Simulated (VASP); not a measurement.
# TiTe2 (P-3m1) in VASP: a series of runs

The runs below take TiTe2 through single point, with PBEsol.

All numbers are computed with VASP 6.6.1; they aren't measurements. Logs are shortened: lines on timing, memory, paths and dates and some standing lists are left out, and cuts for length are marked.

**1. The cell of the first run**

Symmetry: P-3m1, No. 164, trigonal system. Conventional cell: a = 3.700 Å, b = 3.700 Å, c = 6.365 Å, α = 90.00°, β = 90.00°, γ = 120.00°. Within 3.6 Å of Ti (site symmetry -3m) lie 6 Te at 2.71 Å. Within 3.6 Å of Te (site symmetry 3m) lie 3 Ti at 2.71 Å.

**2. Single point, PBEsol (volume scaled by 0.94)**

INCAR reads:

```
SYSTEM = TiTe2
ALGO = Normal ; EDIFF = 1E-6
ENCUT = 520 ; GGA = PS
ISIF = 2 ; ISMEAR = -1
LASPH = .True. ; LCHARG = .False.
LREAL = .False. ; LWAVE = .False.
NBANDS = 19 ; NELM = 80
PREC = Accurate ; SIGMA = 0.03
```

KPOINTS reads:

```
k-points
0
Gamma
  13 13 7
  0 0 0
```

POSCAR reads:

```
TiTe2
1.0
    3.6998976021      0.0000000000      0.0000000000
   -1.8499488010      3.2042053148      0.0000000000
    0.0000000000      0.0000000000      6.3653505344
Ti Te
1 2
Direct
    0.0000000000      0.0000000000      0.0000000000
    0.6666666667      0.3333333333      0.2628000000
    0.3333333333      0.6666666667      0.7372000000
```

Potentials or basis: VASP PAW PBE potentials, release 64 (Ti_sv, Te).

Started as:

```sh
$ cat potpaw_PBE.64/Ti_sv/POTCAR potpaw_PBE.64/Te/POTCAR > POTCAR
$ mpirun -np 1 vasp_std > vasp.out
```

OUTCAR:

```text
SYSTEM = TiTe2
   EDIFF = 1E-6
   ENCUT = 520
   GGA = PS
   ISIF = 2
   ISMEAR = -1
   LASPH = .True.
   LREAL = .False.
   NELM = 80
   PREC = Accurate

 ion  position               nearest neighbor table
   1  0.000  0.000  0.000-   2 2.71   3 2.71   3 2.71   2 2.71   2 2.71   3 2.71
   2  0.667  0.333  0.263-   1 2.71   1 2.71   1 2.71
   3  0.333  0.667  0.737-   1 2.71   1 2.71   1 2.71

  LATTYP: Found a hexagonal cell.
 ALAT       =     3.6998976021
 C/A-ratio  =     1.7204126219

  Lattice vectors:

 A1 = (   3.6998976021,   0.0000000000,   0.0000000000)
 A2 = (  -1.8499488010,   3.2042053148,   0.0000000000)
 A3 = (   0.0000000000,   0.0000000000,   6.3653505344)

Analysis of symmetry for initial positions (statically):
=====================================================================
 Subroutine PRICEL returns:
 Original cell was already a primitive cell.

 Routine SETGRP: Setting up the symmetry group for a
 hexagonal supercell.

 Subroutine GETGRP returns: Found 12 space group operations
 (whereof 12 operations were pure point group operations)
 out of a pool of 24 trial point group operations.

The static configuration has the point symmetry D_3d.

Analysis of symmetry for dynamics (positions and initial velocities):
=====================================================================
 Subroutine PRICEL returns:
 Original cell was already a primitive cell.

 Routine SETGRP: Setting up the symmetry group for a
 hexagonal supercell.

 Subroutine GETGRP returns: Found 12 space group operations
 (whereof 12 operations were pure point group operations)
 out of a pool of 24 trial point group operations.

The dynamic configuration has the point symmetry D_3d.

 Subroutine INISYM returns: Found 12 space group operations
 (whereof 12 operations are pure point group operations),
 and found     1 'primitive' translations

----------------------------------------------------------------------------------------

                                     Primitive cell

  volume of cell :      75.4627

  direct lattice vectors                    reciprocal lattice vectors
     3.699897602  0.000000000  0.000000000     0.270277750  0.156044932  0.000000000
    -1.849948801  3.204205315  0.000000000     0.000000000  0.312089864  0.000000000
     0.000000000  0.000000000  6.365350534     0.000000000  0.000000000  0.157100539

  length of vectors
     3.699897602  3.699897602  6.365350534     0.312089864  0.312089864  0.157100539

  position of ions in fractional coordinates (direct lattice)
     0.000000000  0.000000000  0.000000000
     0.666666667  0.333333333  0.262800000
     0.333333333  0.666666667  0.737200000

  ion indices of the primitive-cell ions
   primitive index   ion index
                 1           1
                 2           2
                 3           3

----------------------------------------------------------------------------------------

 KPOINTS: k-points

Automatic generation of k-mesh.
 Grid dimensions read from file:
 generate k-points for:   13   13    7

 Generating k-lattice:

  Cartesian coordinates                     Fractional coordinates (reciprocal lattice)
     0.020790596  0.012003456  0.000000000     0.076923077  0.000000000  0.000000000
     0.000000000  0.024006913  0.000000000     0.000000000  0.076923077  0.000000000
     0.000000000  0.000000000  0.022442934     0.000000000  0.000000000  0.142857143

  Length of vectors
     0.024006913  0.024006913  0.022442934

  Shift w.r.t. Gamma in fractional coordinates (k-lattice)
     0.000000000  0.000000000  0.000000000

 Subroutine IBZKPT returns following result:
 ===========================================

 Found    126 irreducible k-points:

 Following reciprocal coordinates:
            Coordinates               Weight
  0.000000  0.000000  0.000000      1.000000
  0.076923  0.000000  0.000000      6.000000
  0.153846 -0.000000  0.000000      6.000000
  0.230769 -0.000000  0.000000      6.000000
  0.307692 -0.000000  0.000000      6.000000
  0.384615 -0.000000  0.000000      6.000000
[... 16 lines left out ...]
  0.076923  0.000000  0.142857      6.000000
  0.000000  0.076923  0.142857      6.000000
 [... further k-points ...]
   k-points           NKPTS =    126   k-points in BZ     NKDIM =    126   number of bands    NBANDS=     19
   number of dos      NEDOS =    301   number of ions     NIONS =      3
   total plane-waves  NPLWV =  37632
   dimension x,y,z NGX =    28 NGY =   28 NGZ =   48
   dimension x,y,z NGXF=    56 NGYF=   56 NGZF=   96
   ions per type =               1   2
   NGX,Y,Z   is equivalent  to a cutoff of  12.58, 12.58, 12.54 a.u.
   NGXF,Y,Z  is equivalent  to a cutoff of  25.16, 25.16, 25.07 a.u.
 SYSTEM =  TiTe2
   PREC   = accura    normal or accurate (medium, high low for compatibility)
   ISTART =      0    job   : 0-new  1-cont  2-samecut
   ICHARG =      2    charge: 1-file 2-atom 10-const
   ISPIN  =      1    spin polarized calculation?
   LNONCOLLINEAR =      F non collinear calculations
   LSORBIT =      F    spin-orbit coupling
   LASPH  =      T    aspherical Exc in radial PAW
   ENCUT  =  520.0 eV  38.22 Ry    6.18 a.u.   6.88  6.88 11.84*2*pi/ulx,y,z
   NELM   =     80;   NELMIN=  2; NELMDL= -5     # of ELM steps
   EDIFF  = 0.1E-05   stopping-criterion for ELM
   LREAL  =      F    real-space projection
   EDIFFG = 0.1E-04   stopping-criterion for IOM
   NSW    =      0    number of steps for IOM
   IBRION =     -1    ionic relax: 0-MD 1-quasi-New 2-CG
   NFREE  =      0    steps in history (QN), initial steepest desc. (CG)
   ISIF   =      2    stress and relaxation
   ISYM   =      2    0-nonsym 1-usesym 2-fastsym
   POTIM  = 0.5000    time-step for ionic-motion
   TEBEG  =    0.0;   TEEND  =   0.0 temperature during run
   PSTRESS=    0.0 pullay stress
   NELECT =      24.0000    total number of electrons
   NUPDOWN=      -1.0000    fix difference up-down
   EMIN   =  10.00;   EMAX   =-10.00  energy-range for DOS
   EFERMI =   0.00;   METHOD = LEGACY
   ISMEAR =    -1;   SIGMA  =   0.03  broadening in eV -4-tet -1-fermi 0-gaus
   EFERMI_NEDOS =   21; number of points for ismear=-14 and -15
   IALGO  =     38    algorithm
   IMIX   =      4    mixing-type and parameters
     AMIX     =   0.40;   BMIX     =  1.00
     AMIX_MAG =   1.60;   BMIX_MAG =  1.00
  volume/ion in A,a.u.               =      25.15       169.75
  Fermi-wavevector in a.u.,A,eV,Ry     =   1.117466  2.111705 16.990017  1.248731
  Thomas-Fermi vector in A             =   2.254089
   LORBIT       =      0    0 simple, 1 ext, 2 COOP (PROOUT), +10 PAW based schemes
   GGA     = PS    functional components
   LHFCALC =     F    Hartree Fock is set to
   AEXX    =    0.0000 exact exchange contribution
   IVDW    =     0    specifies the selected vdW correction
   LEPSILON=     F    determine dielectric tensor
   LRPA    =     F    only Hartree local field effects (RPA)
 non-spin polarized calculation
  energy-cutoff  :      520.00
  volume of cell :       75.46
 maximum number of plane-waves:      2049
   NGX = 13   NGY = 13   NGZ = 23

 number of electron      24.0000001 magnetization

 Free energy of the ion-electron system (eV)
  ---------------------------------------------------
  ext. energy  EPLUGINS =         0.00000000
  ---------------------------------------------------
  free energy    TOTEN  =       -17.51942837 eV

  energy without entropy =      -17.51526852  energy(sigma->0) =      -17.51734845

 E-fermi :   7.4451     XC(G=0): -10.2846

 val. band max:        7.4424522802   @ k =   0.4615   0.0000   0.0000
 cond. band min:       7.4483637301   @ k =   0.0000   0.4615   0.1429
 fundamental gap:      0.0059114500
 Fermi energy:         7.4450928053

 k-point     1 :       0.0000    0.0000    0.0000
  band No.  band energies     occupation
      1     -49.6513      2.00000
      2     -26.0257      2.00000
      3     -26.0257      2.00000
      4     -25.9965      2.00000
      5      -5.3528      2.00000
      6      -3.6480      2.00000
[... 11 lines left out ...]
     18      12.5996      0.00000
     19      13.8418      0.00000

 k-point     2 :       0.0769    0.0000    0.0000
  band No.  band energies     occupation
      1     -49.6510      2.00000
      2     -26.0290      2.00000
      3     -26.0264      2.00000
      4     -25.9957      2.00000
      5      -5.2806      2.00000
      6      -3.6110      2.00000
[... 11 lines left out ...]
     18      13.1392      0.00000
     19      14.2034      0.00000

 k-point     3 :       0.1538   -0.0000    0.0000
  band No.  band energies     occupation
      1     -49.6503      2.00000
      2     -26.0381      2.00000
      3     -26.0284      2.00000
      4     -25.9935      2.00000
      5      -5.0687      2.00000
      6      -3.5060      2.00000
[... 11 lines left out ...]
     18      13.6184      0.00000
     19      14.7516      0.00000

 k-point     4 :       0.2308   -0.0000    0.0000
  band No.  band energies     occupation
      1     -49.6493      2.00000
      2     -26.0510      2.00000
      3     -26.0314      2.00000
      4     -25.9903      2.00000
      5      -4.7330      2.00000
      6      -3.3537      2.00000
[... 11 lines left out ...]
     18      13.3405      0.00000
     19      14.3570      0.00000

 k-point     5 :       0.3077   -0.0000    0.0000
  band No.  band energies     occupation
      1     -49.6483      2.00000
      2     -26.0646      2.00000
      3     -26.0344      2.00000
      4     -25.9870      2.00000
      5      -4.3051      2.00000
      6      -3.1944      2.00000
[... 11 lines left out ...]
     18      13.0819      0.00000
     19      13.5951      0.00000
[... 334 lines left out ...]
      2     -26.0692      2.00000
      3     -26.0605      2.00000
      4     -25.9809      2.00000
      5      -3.1368      2.00000
      6      -3.0028      2.00000
[... 11 lines left out ...]
     18      11.4030      0.00000
     19      15.8356      0.00000

 k-point    22 :       0.0000    0.0000    0.1429
  band No.  band energies     occupation
      1     -49.6513      2.00000
      2     -26.0257      2.00000
      3     -26.0257      2.00000
      4     -25.9965      2.00000
      5      -5.2937      2.00000
      6      -3.7724      2.00000
[... 11 lines left out ...]
     18      12.6574      0.00000
     19      14.2300      0.00000

 k-point    23 :       0.0769    0.0000    0.1429
  band No.  band energies     occupation
      1     -49.6510      2.00000
      2     -26.0290      2.00000
      3     -26.0264      2.00000
      4     -25.9957      2.00000
      5      -5.2224      2.00000
      6      -3.7313      2.00000
[... 11 lines left out ...]
     18      13.1668      0.00000
     19      14.5710      0.00000

 k-point    24 :       0.0000    0.0769    0.1429
  band No.  band energies     occupation
      1     -49.6510      2.00000
      2     -26.0290      2.00000
      3     -26.0264      2.00000
      4     -25.9957      2.00000
      5      -5.2219      2.00000
      6      -3.7324      2.00000
[... 11 lines left out ...]
     18      13.1810      0.00000
     19      14.5464      0.00000

 [... further k-points ...]

------------------------ aborting loop because EDIFF is reached ----------------------------------------

  FORCE on cell =-STRESS in cart. coord.  units (eV):
  Direction    XX          YY          ZZ          XY          YZ          ZX
  --------------------------------------------------------------------------------------
  -------------------------------------------------------------------------------------
  Total        0.6922951      0.6922951      1.4333957      0.0000000      0.0000000      0.0000000
  in kB       14.6983794     14.6983794     30.4329683      0.0000000      0.0000000      0.0000000
  external PRESSURE =      19.9432423 kB  Pullay stress =       0.0000000 kB

 VOLUME and BASIS-vectors are now :
 -----------------------------------------------------------------------------
  energy-cutoff  :      520.00
  volume of cell :       75.46
      direct lattice vectors                 reciprocal lattice vectors
     3.699897602  0.000000000  0.000000000     0.270277750  0.156044932  0.000000000
    -1.849948801  3.204205315  0.000000000     0.000000000  0.312089864  0.000000000
     0.000000000  0.000000000  6.365350534     0.000000000  0.000000000  0.157100539

 POSITION                                       TOTAL-FORCE (eV/Angst)
 -----------------------------------------------------------------------------------
      0.00000      0.00000      0.00000         0.000000      0.000000      0.000000
      1.84995      1.06807      1.67281        -0.000000     -0.000000      0.465647
     -0.00000      2.13614      4.69254        -0.000000      0.000000     -0.465647
 -----------------------------------------------------------------------------------
    total drift:                                0.000000     -0.000000     -0.000000

  FREE ENERGIE OF THE ION-ELECTRON SYSTEM (eV)
  ---------------------------------------------------
  free  energy   TOTEN  =       -17.5194283731 eV

  energy  without entropy=      -17.5152685217  energy(sigma->0) =      -17.51734845
```

It took 64 s on 1 thread of Intel Xeon 6975P-C (Granite Rapids), shared host; peak memory 0.31 GiB.

What came out:

```yaml
Free_energy: -17.5194 eV
Pressure: 2.0 GPa
Largest_force: 0.466 eV/Å
Band_gap_on_the_k_mesh: zero (band 12 reaches 7.84 eV, above the bottom of band 13 at 7.07 eV)
```

Forces in eV/Å, atoms in the order of the input:
```
Ti   0.000  0.000  0.000
Te   0.000  0.000  0.466
Te   0.000  0.000 -0.466
```

Levels at points of the mesh, in eV from the Fermi level:
```csv
k point,band 8,band 9,band 10,band 11,band 12,band 13,band 14,band 15,band 16,band 17
"(0.00, 0.00, 0.00)",-1.78,-1.78,0.30,0.39,0.39,0.72,1.24,1.24,3.33,3.33
```

Caveat: the PAW data sets were made with another functional, which shifts forces and pressure a little; spin-orbit coupling is left out, which moves the levels of the heavy elements; this functional lacks dispersion, which binds the layers, so the pressure and a relaxed spacing across them are unreliable.

**3. Single point, PBEsol (volume scaled by 0.98)**

INCAR reads:

```
ALGO = Normal ; EDIFF = 1E-6
ENCUT = 520 ; GGA = PS
ISIF = 2 ; ISMEAR = -1
LASPH = T ; LCHARG = T
LELF = T ; LREAL = F
LVHAR = T ; LWAVE = F
NBANDS = 19 ; NELM = 100
PREC = Accurate ; SIGMA = 0.03
```

KPOINTS reads:

```
k-points
0
Gamma
  13 13 7
```

POSCAR reads:

```
TiTe2
1.0
    3.7516511246      0.0000000000      0.0000000000
   -1.8758255623      3.2490251800      0.0000000000
    0.0000000000      0.0000000000      6.4543879477
Ti Te
1 2
Direct
    0.0000000000      0.0000000000      0.0000000000
    0.6666666667      0.3333333333      0.2628000000
    0.3333333333      0.6666666667      0.7372000000
```

Potentials or basis: VASP PAW PBE potentials, release 64 (Ti_sv, Te).

Started as:

```sh
$ cat potpaw_PBE.64/Ti_sv/POTCAR potpaw_PBE.64/Te/POTCAR > POTCAR
$ mpirun -np 1 vasp_std > vasp.out
```

It took 71 s on 1 thread of Intel Xeon 6975P-C (Granite Rapids), shared host; peak memory 0.31 GiB.

The run converged. Its results:

```
Free energy            : -17.5293 eV
Pressure               : -1.0 GPa
Largest force          : 0.083 eV/Å
Band gap on the k mesh : zero (band 12 reaches 7.31 eV, above the bottom of band 13 at 6.62 eV)
```

Forces on the atoms (eV/Å):
```
Ti   0.000  0.000  0.000
Te   0.000  0.000  0.083
Te   0.000  0.000 -0.083
```

Stress tensor (GPa, compression positive):
```
-1.37  0.00  0.00
 0.00 -1.37  0.00
 0.00  0.00 -0.15
```

Levels at points of the mesh, in eV from the Fermi level:
```tsv
k point	band 9	band 10	band 11	band 12	band 13	band 14	band 15	band 16
(0.00, 0.00, 0.00)	-1.72	0.31	0.38	0.38	0.62	1.12	1.12	3.15
```

Caveat: the PAW data sets were made with another functional, which shifts forces and pressure a little; spin-orbit coupling is left out, which moves the levels of the heavy elements; this functional lacks dispersion, which binds the layers, so the pressure and a relaxed spacing across them are unreliable.

**4. Single point, PBEsol (volume scaled by 1.01)**

INCAR reads:

```
ALGO     = Normal         # electronic algorithm
EDIFF    = 1E-7           # SCF threshold, eV
ENCUT    = 520            # plane-wave cutoff, eV
GGA      = PS             # functional
ISIF     = 2              # what is computed and relaxed
ISMEAR   = -1             # smearing method
LASPH    = T              # aspherical terms in the spheres
LCHARG   = F              # write CHGCAR
LREAL    = F              # projectors in reciprocal space
LWAVE    = F              # write WAVECAR
NBANDS   = 19             # bands
NELM     = 60             # most SCF steps
PREC     = Accurate       # precision mode
SIGMA    = 0.03           # smearing width, eV
```

KPOINTS is that of step 3.

POSCAR reads:

```
TiTe2
1.0
    3.7895491555      0.0000000000      0.0000000000
   -1.8947745777      3.2818458376      0.0000000000
    0.0000000000      0.0000000000      6.5195881985
Ti Te
1 2
Direct
    0.0000000000      0.0000000000      0.0000000000
    0.6666666667      0.3333333333      0.2628000000
    0.3333333333      0.6666666667      0.7372000000
```

Started as:

```sh
$ cat potpaw_PBE.64/Ti_sv/POTCAR potpaw_PBE.64/Te/POTCAR > POTCAR
$ mpirun -np 1 vasp_std > vasp.out
```

Run time: 78 s. Hardware: 1 thread of Intel Xeon 6975P-C (Granite Rapids), shared host; peak memory 0.32 GiB.

The run converged. Its results:

```
Free energy            : -17.5011 eV
Pressure               : -2.8 GPa
Largest force          : 0.172 eV/Å
Band gap on the k mesh : zero (band 12 reaches 6.95 eV, above the bottom of band 13 at 6.30 eV)
```

Forces in eV/Å, atoms in the order of the input:
```
Ti   0.000  0.000  0.000
Te   0.000  0.000 -0.172
Te   0.000  0.000  0.172
```

Stress tensor (GPa, compression positive):
```
-3.12  0.00  0.00
 0.00 -3.12  0.00
 0.00  0.00 -2.14
```

Levels at points of the mesh, in eV from the Fermi level:
```tsv
k point	band 9	band 10	band 11	band 12	band 13	band 14	band 15	band 16
(0.00, 0.00, 0.00)	-1.67	0.31	0.37	0.37	0.56	1.04	1.04	3.02
```

Caveat: the PAW data sets were made with another functional, which shifts forces and pressure a little; spin-orbit coupling is left out, which moves the levels of the heavy elements; this functional lacks dispersion, which binds the layers, so the pressure and a relaxed spacing across them are unreliable.

**5. Overview**

| cell | gap on the mesh (eV) | pressure (GPa) | largest force (eV/Å) |
| --- | --- | --- | --- |
| a = 3.700, b = 3.700, c = 6.365 Å, angles 90.0, 90.0, 120.0°, 3 atoms | none | 2.0 | 0.47 |
| a = 3.752, b = 3.752, c = 6.454 Å, angles 90.0, 90.0, 120.0°, 3 atoms | none | -1.0 | 0.08 |
| a = 3.790, b = 3.790, c = 6.520 Å, angles 90.0, 90.0, 120.0°, 3 atoms | none | -2.8 | 0.17 |

Alike in all rows: task single point; level PBEsol; potentials or basis VASP PAW PBE potentials, release 64 (Ti_sv, Te); no spin polarisation; k mesh 13 × 13 × 7; cutoff (eV) 520; smearing fermi-dirac 0.03 eV.

Caveats: the PAW data sets were made with another functional, which shifts forces and pressure a little; spin-orbit coupling is left out, which moves the levels of the heavy elements; this functional lacks dispersion, which binds the layers, so the pressure and a relaxed spacing across them are unreliable.

Total energies depend on the potentials used, so only differences within one code and one set of settings carry meaning.
